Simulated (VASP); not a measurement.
# Na (P6_3/mmc) in VASP: a series of runs

The runs below take Na through single point, with r2SCAN.

Program: VASP 6.6.1. These are calculated values, not measurements. Logs are shortened: lines on timing, memory, paths and dates and some standing lists are left out, and cuts for length are marked.

### 1 The cell of the first run

Symmetry: P6_3/mmc, No. 194, hexagonal system. Conventional cell: a = 3.673 Å, b = 3.673 Å, c = 6.154 Å, α = 90.00°, β = 90.00°, γ = 120.00°. Within 4.8 Å of Na (site symmetry -6m2) lie 12 Na at 3.67 to 3.74 Å.

This isn't the form of Na at room conditions, which is bcc.

### 2 Single point, r2SCAN (strain -0.025 along x and y, +0.000 along z)

POSCAR reads:

```
Na
1.0
    3.6728259727      0.0000000000      0.0000000000
   -1.8364129863      3.1807605960      0.0000000000
    0.0000000000      0.0000000000      6.1540000000
Na
2
Direct
    0.3333333333      0.6666666667      0.2500000000
    0.6666666667      0.3333333333      0.7500000000
```

INCAR.step1 reads:

```
SYSTEM = Na
PREC = Accurate
ENCUT = 520
ISMEAR = 0
SIGMA = 0.15
LREAL = .FALSE.
LASPH = .TRUE.
NELM = 80
NBANDS = 14
GGA = PE
ALGO = Normal
EDIFF = 1E-4
LWAVE = .TRUE.
LCHARG = .FALSE.
```

INCAR.step2 reads:

```
SYSTEM = Na
PREC = Accurate
ENCUT = 520
EDIFF = 1E-7
ISMEAR = 0
SIGMA = 0.15
LREAL = .FALSE.
LASPH = .TRUE.
NELM = 80
ALGO = Normal
ISIF = 2
LWAVE = .FALSE.
LCHARG = .TRUE.
METAGGA = R2SCAN
LMIXTAU = .TRUE.
LELF = .TRUE.
LVHAR = .TRUE.
NBANDS = 14
ISTART = 1
```

KPOINTS reads:

```
regular mesh
0
G
  12 12 8
  0 0 0
```

Potentials or basis: VASP PAW PBE potentials, release 64 (Na_pv).

Run with:

```
$ cat potpaw_PBE.64/Na_pv/POTCAR > POTCAR
$ cp INCAR.step1 INCAR
$ mpirun -np 1 vasp_std > vasp.out
$ cp INCAR.step2 INCAR
$ mpirun -np 1 vasp_std > vasp.out
```

OUTCAR:

```text
SYSTEM = Na
   PREC = Accurate
   ENCUT = 520
   EDIFF = 1E-7
   ISMEAR = 0
   LREAL = .FALSE.
   LASPH = .TRUE.
   NELM = 80
   ISIF = 2
   METAGGA = R2SCAN
   ISTART = 1

 ion  position               nearest neighbor table
   1  0.333  0.667  0.250-
   2  0.667  0.333  0.750-

  LATTYP: Found a hexagonal cell.
 ALAT       =     3.6728259727
 C/A-ratio  =     1.6755490311

  Lattice vectors:

 A1 = (   3.6728259727,   0.0000000000,   0.0000000000)
 A2 = (  -1.8364129863,   3.1807605960,   0.0000000000)
 A3 = (   0.0000000000,   0.0000000000,   6.1540000000)

Analysis of symmetry for initial positions (statically):
=====================================================================
 Subroutine PRICEL returns:
 Original cell was already a primitive cell.

 Routine SETGRP: Setting up the symmetry group for a
 hexagonal supercell.

 Subroutine GETGRP returns: Found 24 space group operations
 (whereof 12 operations were pure point group operations)
 out of a pool of 24 trial point group operations.

The static configuration has the point symmetry D_3d.
 The point group associated with its full space group is D_6h.

Analysis of symmetry for dynamics (positions and initial velocities):
=====================================================================
 Subroutine PRICEL returns:
 Original cell was already a primitive cell.

 Routine SETGRP: Setting up the symmetry group for a
 hexagonal supercell.

 Subroutine GETGRP returns: Found 24 space group operations
 (whereof 12 operations were pure point group operations)
 out of a pool of 24 trial point group operations.

The dynamic configuration has the point symmetry D_3d.
 The point group associated with its full space group is D_6h.

 Subroutine INISYM returns: Found 24 space group operations
 (whereof 12 operations are pure point group operations),
 and found     1 'primitive' translations

----------------------------------------------------------------------------------------

                                     Primitive cell

  volume of cell :      71.8934

  direct lattice vectors                    reciprocal lattice vectors
     3.672825973  0.000000000  0.000000000     0.272269911  0.157195106  0.000000000
    -1.836412986  3.180760596  0.000000000     0.000000000  0.314390213  0.000000000
     0.000000000  0.000000000  6.154000000     0.000000000  0.000000000  0.162495938

  length of vectors
     3.672825973  3.672825973  6.154000000     0.314390213  0.314390213  0.162495938

  position of ions in fractional coordinates (direct lattice)
     0.333333333  0.666666667  0.250000000
     0.666666667  0.333333333  0.750000000

  ion indices of the primitive-cell ions
   primitive index   ion index
                 1           1
                 2           2

----------------------------------------------------------------------------------------

 KPOINTS: regular mesh

Automatic generation of k-mesh.
 Grid dimensions read from file:
 generate k-points for:   12   12    8

 Generating k-lattice:

  Cartesian coordinates                     Fractional coordinates (reciprocal lattice)
     0.022689159  0.013099592  0.000000000     0.083333333  0.000000000  0.000000000
     0.000000000  0.026199184  0.000000000     0.000000000  0.083333333  0.000000000
     0.000000000  0.000000000  0.020311992     0.000000000  0.000000000  0.125000000

  Length of vectors
     0.026199184  0.026199184  0.020311992

  Shift w.r.t. Gamma in fractional coordinates (k-lattice)
     0.000000000  0.000000000  0.000000000

 Subroutine IBZKPT returns following result:
 ===========================================

 Found     95 irreducible k-points:

 Following reciprocal coordinates:
            Coordinates               Weight
  0.000000  0.000000  0.000000      1.000000
  0.083333  0.000000  0.000000      6.000000
  0.166667  0.000000  0.000000      6.000000
  0.250000  0.000000  0.000000      6.000000
  0.333333  0.000000  0.000000      6.000000
  0.416667  0.000000  0.000000      6.000000
[... 16 lines left out ...]
  0.250000  0.000000  0.125000     12.000000
  0.333333  0.000000  0.125000     12.000000
 [... further k-points ...]
   k-points           NKPTS =     95   k-points in BZ     NKDIM =     95   number of bands    NBANDS=     14
   number of dos      NEDOS =    301   number of ions     NIONS =      2
   total plane-waves  NPLWV =  37632
   dimension x,y,z NGX =    28 NGY =   28 NGZ =   48
   dimension x,y,z NGXF=    56 NGYF=   56 NGZF=   96
   ions per type =               2
   NGX,Y,Z   is equivalent  to a cutoff of  12.67, 12.67, 12.97 a.u.
   NGXF,Y,Z  is equivalent  to a cutoff of  25.35, 25.35, 25.93 a.u.
 SYSTEM =  Na
   PREC   = accura    normal or accurate (medium, high low for compatibility)
   ISTART =      1    job   : 0-new  1-cont  2-samecut
   ICHARG =      0    charge: 1-file 2-atom 10-const
   ISPIN  =      1    spin polarized calculation?
   LNONCOLLINEAR =      F non collinear calculations
   LSORBIT =      F    spin-orbit coupling
   LASPH  =      T    aspherical Exc in radial PAW
   ENCUT  =  520.0 eV  38.22 Ry    6.18 a.u.   6.83  6.83 11.44*2*pi/ulx,y,z
   NELM   =     80;   NELMIN=  2; NELMDL=  0     # of ELM steps
   EDIFF  = 0.1E-06   stopping-criterion for ELM
   LREAL  =      F    real-space projection
   EDIFFG = 0.1E-05   stopping-criterion for IOM
   NSW    =      0    number of steps for IOM
   IBRION =     -1    ionic relax: 0-MD 1-quasi-New 2-CG
   NFREE  =      0    steps in history (QN), initial steepest desc. (CG)
   ISIF   =      2    stress and relaxation
   ISYM   =      2    0-nonsym 1-usesym 2-fastsym
   POTIM  = 0.5000    time-step for ionic-motion
   TEBEG  =    0.0;   TEEND  =   0.0 temperature during run
   PSTRESS=    0.0 pullay stress
   NELECT =      14.0000    total number of electrons
   NUPDOWN=      -1.0000    fix difference up-down
   EMIN   =  10.00;   EMAX   =-10.00  energy-range for DOS
   EFERMI =   0.00;   METHOD = LEGACY
   ISMEAR =     0;   SIGMA  =   0.15  broadening in eV -4-tet -1-fermi 0-gaus
   EFERMI_NEDOS =   21; number of points for ismear=-14 and -15
   IALGO  =     38    algorithm
   IMIX   =      4    mixing-type and parameters
     AMIX     =   0.40;   BMIX     =  1.00
     AMIX_MAG =   1.60;   BMIX_MAG =  1.00
  volume/ion in A,a.u.               =      35.95       242.58
  Fermi-wavevector in a.u.,A,eV,Ry     =   0.948902  1.793164 12.250883  0.900414
  Thomas-Fermi vector in A             =   2.077134
   LORBIT       =      0    0 simple, 1 ext, 2 COOP (PROOUT), +10 PAW based schemes
   METAGGA = R2SCAN    functional components
   LHFCALC =     F    Hartree Fock is set to
   AEXX    =    0.0000 exact exchange contribution
   IVDW    =     0    specifies the selected vdW correction
   LEPSILON=     F    determine dielectric tensor
   LRPA    =     F    only Hartree local field effects (RPA)
 non-spin polarized calculation
 Gauss-broadening in eV      SIGMA  =   0.15
  energy-cutoff  :      520.00
  volume of cell :       71.89
 maximum number of plane-waves:      1965
 NGX is ok and might be reduce to    28
   NGX = 13   NGY = 13   NGZ = 23

 number of electron      14.0000000 magnetization

 Free energy of the ion-electron system (eV)
  ---------------------------------------------------
  ext. energy  EPLUGINS =         0.00000000
  ---------------------------------------------------
  free energy    TOTEN  =        -7.10927434 eV

  energy without entropy =       -7.10071922  energy(sigma->0) =       -7.10499678

 E-fermi :   0.4274     XC(G=0):  -7.0068

 val. band max:        0.3531796665   @ k =   0.4167   0.0833   0.1250
 cond. band min:       0.4367980765   @ k =   0.0833   0.0833   0.1250
 fundamental gap:      0.0836184100
 Fermi energy:         0.4273547820

 k-point     1 :       0.0000    0.0000    0.0000
  band No.  band energies     occupation
      1     -25.5816      2.00000
      2     -25.5506      2.00000
      3     -25.5503      2.00000
      4     -25.5459      2.00000
      5     -25.5457      2.00000
      6     -25.5443      2.00000
      7      -3.1198      2.00000
      8       0.8098      0.00031
      9       1.4823      0.00000
     10      11.4810      0.00000
     11      11.4814      0.00000
     12      11.6456      0.00000
     13      12.0782      0.00000
     14      12.0783      0.00000

 k-point     2 :       0.0833    0.0000    0.0000
  band No.  band energies     occupation
      1     -25.5807      2.00000
      2     -25.5526      2.00000
      3     -25.5512      2.00000
      4     -25.5480      2.00000
      5     -25.5462      2.00000
      6     -25.5446      2.00000
      7      -3.0058      2.00000
      8       0.9120      0.00000
      9       1.5906      0.00000
     10       9.6953      0.00000
     11      10.7856      0.00000
     12      11.1609      0.00000
     13      12.3076      0.00000
     14      12.8373      0.00000

 k-point     3 :       0.1667    0.0000    0.0000
  band No.  band energies     occupation
      1     -25.5781      2.00000
      2     -25.5586      2.00000
      3     -25.5541      2.00000
      4     -25.5530      2.00000
      5     -25.5473      2.00000
      6     -25.5454      2.00000
      7      -2.6652      2.00000
      8       1.2192      0.00000
      9       1.9093      0.00000
     10       7.6551      0.00000
     11       9.9996      0.00000
     12      10.0068      0.00000
     13      11.1579      0.00000
     14      12.2410      0.00000
[... 324 lines left out ...]
 k-point    23 :       0.2500    0.0000    0.1250
  band No.  band energies     occupation
      1     -25.5743      2.00000
      2     -25.5659      2.00000
      3     -25.5628      2.00000
      4     -25.5551      2.00000
      5     -25.5491      2.00000
      6     -25.5474      2.00000
      7      -2.0354      2.00000
      8       1.0672      0.00000
      9       3.1796      0.00000
     10       5.8381      0.00000
     11       8.3428      0.00000
     12       9.4403      0.00000
     13       9.5470      0.00000
     14      11.5347      0.00000

 k-point    24 :       0.3333    0.0000    0.1250
  band No.  band energies     occupation
      1     -25.5765      2.00000
      2     -25.5712      2.00000
      3     -25.5675      2.00000
      4     -25.5574      2.00000
      5     -25.5507      2.00000
      6     -25.5491      2.00000
      7      -1.2594      2.00000
      8       1.7815      0.00000
      9       3.5041      0.00000
     10       4.4985      0.00000
     11       6.7550      0.00000
     12       8.3314      0.00000
     13       8.9937      0.00000
     14      10.7036      0.00000

 [... further k-points ...]

------------------------ aborting loop because EDIFF is reached ----------------------------------------

  FORCE on cell =-STRESS in cart. coord.  units (eV):
  Direction    XX          YY          ZZ          XY          YZ          ZX
  --------------------------------------------------------------------------------------
  -------------------------------------------------------------------------------------
  Total        0.2318421      0.2318421      0.0507457      0.0000000      0.0000000      0.0000000
  in kB        5.1667088      5.1667088      1.1308920      0.0000000      0.0000000      0.0000000
  external PRESSURE =       3.8214365 kB  Pullay stress =       0.0000000 kB

 VOLUME and BASIS-vectors are now :
 -----------------------------------------------------------------------------
  energy-cutoff  :      520.00
  volume of cell :       71.89
      direct lattice vectors                 reciprocal lattice vectors
     3.672825973  0.000000000  0.000000000     0.272269911  0.157195106  0.000000000
    -1.836412986  3.180760596  0.000000000     0.000000000  0.314390213  0.000000000
     0.000000000  0.000000000  6.154000000     0.000000000  0.000000000  0.162495938

 POSITION                                       TOTAL-FORCE (eV/Angst)
 -----------------------------------------------------------------------------------
     -0.00000      2.12051      1.53850        -0.000000      0.000000      0.000000
      1.83641      1.06025      4.61550         0.000000      0.000000     -0.000000
 -----------------------------------------------------------------------------------
    total drift:                               -0.000000      0.000000      0.000000

  FREE ENERGIE OF THE ION-ELECTRON SYSTEM (eV)
  ---------------------------------------------------
  free  energy   TOTEN  =        -7.1092743415 eV

  energy  without entropy=       -7.1007192163  energy(sigma->0) =       -7.10499678
```

Wall time 7.1 min (1 thread of Oxide Virtual Turin-like, shared host); peak memory 0.2 GiB.

Results:

```
Free energy            : -7.1093 eV
Pressure               : 0.4 GPa
Band gap on the k mesh : zero (bands 7 and 8 overlap by 4.73 eV)
```

Caveat: the cell differs from its parent crystal (strain -0.025 along x and y, +0.000 along z); the PAW data sets were made with another functional, which shifts forces and pressure a little.

### 3 Single point, r2SCAN (strain -0.025 along x and y, +0.025 along z)

Edit POSCAR of step 2 so:

```diff
@@ -4,3 +4,3 @@
    -1.8364129863      3.1807605960      0.0000000000
-    0.0000000000      0.0000000000      6.1540000000
+    0.0000000000      0.0000000000      6.3078500000
 Na
```

INCAR.step1 reads:

```
PREC     = Accurate       # precision mode
ENCUT    = 520            # plane-wave cutoff, eV
ISMEAR   = 0              # smearing method
SIGMA    = 0.15           # smearing width, eV
LREAL    = False          # projectors in reciprocal space
LASPH    = True           # aspherical terms in the spheres
NELM     = 80             # most SCF steps
NBANDS   = 14             # bands
GGA      = PE             # functional
ALGO     = Normal         # electronic algorithm
EDIFF    = 1E-4           # SCF threshold, eV
LWAVE    = True           # write WAVECAR
LCHARG   = False          # write CHGCAR
```

INCAR.step2 reads:

```
PREC     = Accurate       # precision mode
ENCUT    = 520            # plane-wave cutoff, eV
EDIFF    = 1E-6           # SCF threshold, eV
ISMEAR   = 0              # smearing method
SIGMA    = 0.15           # smearing width, eV
LREAL    = False          # projectors in reciprocal space
LASPH    = True           # aspherical terms in the spheres
NELM     = 80             # most SCF steps
ALGO     = Normal         # electronic algorithm
ISIF     = 2              # what is computed and relaxed
LWAVE    = False          # write WAVECAR
LCHARG   = False          # write CHGCAR
METAGGA  = R2SCAN         # meta-GGA
LMIXTAU  = True         
NBANDS   = 14             # bands
ISTART   = 1
```

KPOINTS reads:

```
Automatic mesh
0
Gamma
  12 12 8
```

Potentials or basis: VASP PAW PBE potentials, release 64 (Na_pv).

Run with:

```
$ cat potpaw_PBE.64/Na_pv/POTCAR > POTCAR
$ cp INCAR.step1 INCAR
$ mpirun -np 1 vasp_std > vasp.out
$ cp INCAR.step2 INCAR
$ mpirun -np 1 vasp_std > vasp.out
```

Wall time 6.9 min (1 thread of Oxide Virtual Turin-like, shared host); peak memory 0.19 GiB.

It converged, with:

```
Free energy            : -7.1075 eV
Pressure               : 0.2 GPa
Band gap on the k mesh : zero (bands 7 and 8 overlap by 4.75 eV)
```

Stress tensor (GPa, compression positive):
```
 0.41  0.00  0.00
 0.00  0.41  0.00
 0.00  0.00 -0.35
```

Levels at points of the mesh, in eV from the Fermi level:
```
           k point  band 3  band 4  band 5  band 6  band 7  band 8  band 9  band 10  band 11  band 12
(0.00, 0.00, 0.00)  -26.00  -26.00  -26.00  -26.00   -3.50    0.27    0.88    10.87    11.13    11.13
(0.50, 0.00, 0.00)  -26.01  -26.01  -26.01  -26.00    0.32    0.60    3.94     4.07     4.59     4.92
(0.00, 0.00, 0.50)  -26.00  -26.00  -26.00  -26.00   -2.46   -2.46    5.39     5.39    11.66    11.66
(0.50, 0.00, 0.50)  -26.01  -26.01  -26.01  -26.01    1.12    1.12    1.84     1.84     8.08     8.08
```

Caveat: the cell differs from its parent crystal (strain -0.025 along x and y, +0.025 along z); the PAW data sets were made with another functional, which shifts forces and pressure a little.

The gap in the log of VASP goes by the Fermi energy; the results here count the filled bands.